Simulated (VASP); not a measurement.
# SrCl2 (Fm-3m) in VASP: further runs, part 2 of 2

VASP 6.6.1. Earlier steps stand in the parts before.

### Step 4. Relaxation of cell and atoms, r2SCAN

This run uses another cell than the first one, of 28.30 Å³/atom.

POSCAR reads:

```
SrCl2
1.0
    0.0000000000      3.4883500000      3.4883500000
    3.4883500000      0.0000000000      3.4883500000
    3.4883500000      3.4883500000      0.0000000000
Sr Cl
1 2
Direct
    0.0000000000      0.0000000000      0.0000000000
    0.2500000000      0.2500000000      0.2500000000
    0.7500000000      0.7500000000      0.7500000000
```

INCAR.step1 reads:

```
PREC = Accurate
ENCUT = 600
ISMEAR = 0
SIGMA = 0.01
LREAL = False
LASPH = True
NELM = 60
GGA = PE
ALGO = Normal
EDIFF = 1E-4
LWAVE = True
LCHARG = False
```

INCAR.step2 reads:

```
PREC = Accurate
ENCUT = 600
EDIFF = 1E-7
ISMEAR = 0
SIGMA = 0.01
LREAL = False
LASPH = True
NELM = 60
ALGO = Normal
ISIF = 3
LWAVE = False
LCHARG = False
METAGGA = R2SCAN
LMIXTAU = True
IBRION = 2
NSW = 60
EDIFFG = -0.02
ISTART = 1
```

KPOINTS reads:

```
Automatic mesh
0
Gamma
  4 4 4
```

Potentials or basis: VASP PAW PBE potentials, release 64 (Sr_sv, Cl).

The run is started by

```
$ cat potpaw_PBE.64/Sr_sv/POTCAR potpaw_PBE.64/Cl/POTCAR > POTCAR
$ cp INCAR.step1 INCAR
$ mpirun -np 1 vasp_std > vasp.out
$ cp INCAR.step2 INCAR
$ mpirun -np 1 vasp_std > vasp.out
```

OUTCAR:

```text
PREC = Accurate
   ENCUT = 600
   EDIFF = 1E-7
   ISMEAR = 0
   LREAL = False
   LASPH = True
   NELM = 60
   ISIF = 3
   METAGGA = R2SCAN
   IBRION = 2
   NSW = 60
   EDIFFG = -0.02
   ISTART = 1

 ion  position               nearest neighbor table
   1  0.000  0.000  0.000-   3 3.02   3 3.02   3 3.02   2 3.02   3 3.02   2 3.02   2 3.02   2 3.02

   2  0.250  0.250  0.250-   1 3.02   1 3.02   1 3.02   1 3.02
   3  0.750  0.750  0.750-   1 3.02   1 3.02   1 3.02   1 3.02

  LATTYP: Found a face centered cubic cell.
 ALAT       =     6.9767000000

  Lattice vectors:

 A1 = (   0.0000000000,   3.4883500000,   3.4883500000)
 A2 = (   3.4883500000,   0.0000000000,   3.4883500000)
 A3 = (   3.4883500000,   3.4883500000,   0.0000000000)

Analysis of symmetry for initial positions (statically):
=====================================================================
 Subroutine PRICEL returns:
 Original cell was already a primitive cell.

 Routine SETGRP: Setting up the symmetry group for a
 face centered cubic supercell.

 Subroutine GETGRP returns: Found 48 space group operations
 (whereof 48 operations were pure point group operations)
 out of a pool of 48 trial point group operations.

The static configuration has the point symmetry O_h .

Analysis of symmetry for dynamics (positions and initial velocities):
=====================================================================
 Subroutine PRICEL returns:
 Original cell was already a primitive cell.

 Routine SETGRP: Setting up the symmetry group for a
 face centered cubic supercell.

 Subroutine GETGRP returns: Found 48 space group operations
 (whereof 48 operations were pure point group operations)
 out of a pool of 48 trial point group operations.

The dynamic configuration has the point symmetry O_h .

 Subroutine INISYM returns: Found 48 space group operations
 (whereof 48 operations are pure point group operations),
 and found     1 'primitive' translations

----------------------------------------------------------------------------------------

                                     Primitive cell

  volume of cell :      84.8966

  direct lattice vectors                    reciprocal lattice vectors
     0.000000000  3.488350000  3.488350000    -0.143334241  0.143334241  0.143334241
     3.488350000  0.000000000  3.488350000     0.143334241 -0.143334241  0.143334241
     3.488350000  3.488350000  0.000000000     0.143334241  0.143334241 -0.143334241

  length of vectors
     4.933271880  4.933271880  4.933271880     0.248262188  0.248262188  0.248262188

  position of ions in fractional coordinates (direct lattice)
     0.000000000  0.000000000  0.000000000
     0.250000000  0.250000000  0.250000000
     0.750000000  0.750000000  0.750000000
[... 90 lines left out ...]
   LEPSILON=     F    determine dielectric tensor
   LRPA    =     F    only Hartree local field effects (RPA)
 conjugate gradient relaxation of ions
 non-spin polarized calculation
 Gauss-broadening in eV      SIGMA  =   0.01
  energy-cutoff  :      600.00
  volume of cell :       84.90
 maximum number of plane-waves:      2874
   NGX = 19   NGY = 19   NGZ = 19

--------------------------------------- Ionic step        1  -------------------------------------------

 number of electron      24.0000003 magnetization

 Free energy of the ion-electron system (eV)
  ---------------------------------------------------
  ext. energy  EPLUGINS =         0.00000000
  ---------------------------------------------------
  free energy    TOTEN  =       -35.69782982 eV

  energy without entropy =      -35.69782982  energy(sigma->0) =      -35.69782982

------------------------ aborting loop because EDIFF is reached ----------------------------------------

  FORCE on cell =-STRESS in cart. coord.  units (eV):
  Direction    XX          YY          ZZ          XY          YZ          ZX
  --------------------------------------------------------------------------------------
  -------------------------------------------------------------------------------------
  Total        0.2035545      0.2035545      0.2035545     -0.0000000     -0.0000000      0.0000000
  in kB        3.8415026      3.8415026      3.8415026     -0.0000000     -0.0000000      0.0000000
  external PRESSURE =       3.8415026 kB  Pullay stress =       0.0000000 kB

 VOLUME and BASIS-vectors are now :
 -----------------------------------------------------------------------------
  energy-cutoff  :      600.00
  volume of cell :       84.90
      direct lattice vectors                 reciprocal lattice vectors
     0.000000000  3.488350000  3.488350000    -0.143334241  0.143334241  0.143334241
     3.488350000  0.000000000  3.488350000     0.143334241 -0.143334241  0.143334241
     3.488350000  3.488350000  0.000000000     0.143334241  0.143334241 -0.143334241

 POSITION                                       TOTAL-FORCE (eV/Angst)
 -----------------------------------------------------------------------------------
      0.00000      0.00000      0.00000         0.000000      0.000000      0.000000
      1.74418      1.74418      1.74418        -0.000000      0.000000     -0.000000
      5.23252      5.23252      5.23252        -0.000000     -0.000000      0.000000
 -----------------------------------------------------------------------------------
    total drift:                               -0.000000     -0.000000      0.000000

  FREE ENERGIE OF THE ION-ELECTRON SYSTEM (eV)
  ---------------------------------------------------
  free  energy   TOTEN  =       -35.6978298249 eV

  energy  without entropy=      -35.6978298249  energy(sigma->0) =      -35.69782982

--------------------------------------- Ionic step        2  -------------------------------------------

 number of electron      24.0000002 magnetization

 Free energy of the ion-electron system (eV)
  ---------------------------------------------------
  ext. energy  EPLUGINS =         0.00000000
  ---------------------------------------------------
  free energy    TOTEN  =       -35.69883312 eV

  energy without entropy =      -35.69883312  energy(sigma->0) =      -35.69883312

 E-fermi :  -0.1255     XC(G=0):  -8.7224

 val. band max:       -0.2853628479   @ k =   0.5000   0.5000   0.0000
 cond. band min:       5.6452009253   @ k =   0.0000   0.0000   0.0000
 fundamental gap:      5.9305637732
 Fermi energy:        -0.1255218169

 k-point     1 :       0.0000    0.0000    0.0000
  band No.  band energies     occupation
      1     -34.2678      2.00000
      2     -15.6335      2.00000
      3     -15.6335      2.00000
      4     -15.6335      2.00000
      5     -14.1414      2.00000
      6     -13.2866      2.00000
[... 129 lines left out ...]
      3     -15.8388      2.00000
      4     -15.6650      2.00000
      5     -13.4728      2.00000
      6     -13.4728      2.00000
[... 8 lines left out ...]
     15       7.6349      0.00000
     16       7.6349      0.00000

------------------------ aborting loop because EDIFF is reached ----------------------------------------

  FORCE on cell =-STRESS in cart. coord.  units (eV):
  Direction    XX          YY          ZZ          XY          YZ          ZX
  --------------------------------------------------------------------------------------
  -------------------------------------------------------------------------------------
  Total       -0.0010984     -0.0010984     -0.0010984      0.0000000      0.0000000     -0.0000000
  in kB       -0.0205268     -0.0205268     -0.0205268      0.0000000      0.0000000     -0.0000000
  external PRESSURE =      -0.0205268 kB  Pullay stress =       0.0000000 kB

 VOLUME and BASIS-vectors are now :
 -----------------------------------------------------------------------------
  energy-cutoff  :      600.00
  volume of cell :       85.73
      direct lattice vectors                 reciprocal lattice vectors
    -0.000000000  3.499768543  3.499768543    -0.142866591  0.142866591  0.142866591
     3.499768543 -0.000000000  3.499768543     0.142866591 -0.142866591  0.142866591
     3.499768543  3.499768543  0.000000000     0.142866591  0.142866591 -0.142866591

 POSITION                                       TOTAL-FORCE (eV/Angst)
 -----------------------------------------------------------------------------------
      0.00000      0.00000      0.00000        -0.000000      0.000000     -0.000000
      1.74988      1.74988      1.74988        -0.000000     -0.000000     -0.000000
      5.24965      5.24965      5.24965         0.000000      0.000000      0.000000
 -----------------------------------------------------------------------------------
    total drift:                               -0.000000     -0.000000      0.000000

  FREE ENERGIE OF THE ION-ELECTRON SYSTEM (eV)
  ---------------------------------------------------
  free  energy   TOTEN  =       -35.6988331246 eV

  energy  without entropy=      -35.6988331246  energy(sigma->0) =      -35.69883312

 reached required accuracy - stopping structural energy minimisation
```

Run time: 80 s. Hardware: 1 thread of Intel Xeon 6975P-C (Granite Rapids), shared host; peak memory 0.26 GiB.

What came out:

```yaml
Free_energy: -35.6988 eV
Relaxed_volume: 28.58 Å³/atom
Relaxed_cell: a = 4.949 Å, b = 4.949 Å, c = 4.949 Å, α = 60.00°, β = 60.00°, γ = 60.00°
Space_group_after_relaxing_to_0.1_Å: Fm-3m (No. 225)
Energy_gained_by_relaxing: 0.3 meV/atom
Ionic_steps: 2
Pressure_after_relaxing: 0.0 GPa
Band_gap_on_the_k_mesh: 5.93 eV (least direct gap 6.00 eV)
```

Step by step:
```csv
step,energy change (eV),largest force (eV/Å),pressure (GPa),volume (Å³)
1,0.0000,0.0000,0.38,84.90
2,-0.0010,0.0000,0.00,85.73
```

Final structure:
```cif
data_structure
_symmetry_space_group_name_H-M 'P 1'
_symmetry_Int_Tables_number 1
_cell_length_a 4.9494
_cell_length_b 4.9494
_cell_length_c 4.9494
_cell_angle_alpha 60.000
_cell_angle_beta 60.000
_cell_angle_gamma 60.000
_cell_volume 85.73
loop_
_atom_site_label
_atom_site_type_symbol
_atom_site_fract_x
_atom_site_fract_y
_atom_site_fract_z
_atom_site_occupancy
Sr1 Sr 0.00000 0.00000 0.00000 1
Cl1 Cl 0.25000 0.25000 0.25000 1
Cl2 Cl 0.75000 0.75000 0.75000 1
```

Caveat: the PAW data sets were made with another functional, which shifts forces and pressure a little. A k mesh can miss the band edges.

### Step 5. Summary

| task | cell | k mesh | cutoff (eV) | gap on the mesh (eV) | pressure (GPa) |
| --- | --- | --- | --- | --- | --- |
| single point | a = 4.946 Å, angles 60.0°, 3 atoms | 4 × 4 × 4 | 520 | 5.94 | 0.0 |
| single point | a = 4.946 Å, angles 60.0°, 3 atoms | 6 × 6 × 6 | 520 | 5.94 | 0.0 |
| relaxation of cell and atoms | relaxed from a = 4.933 Å, angles 60.0°, 3 atoms | 4 × 4 × 4 | 600 | 5.93 | 0.0 |

Alike in all rows: level r2SCAN; potentials or basis VASP PAW PBE potentials, release 64 (Sr_sv, Cl); no spin polarisation; smearing gaussian 0.01 eV.

Caveats: the PAW data sets were made with another functional, which shifts forces and pressure a little.

Total energies depend on the potentials used, so only differences within one code and one set of settings carry meaning.
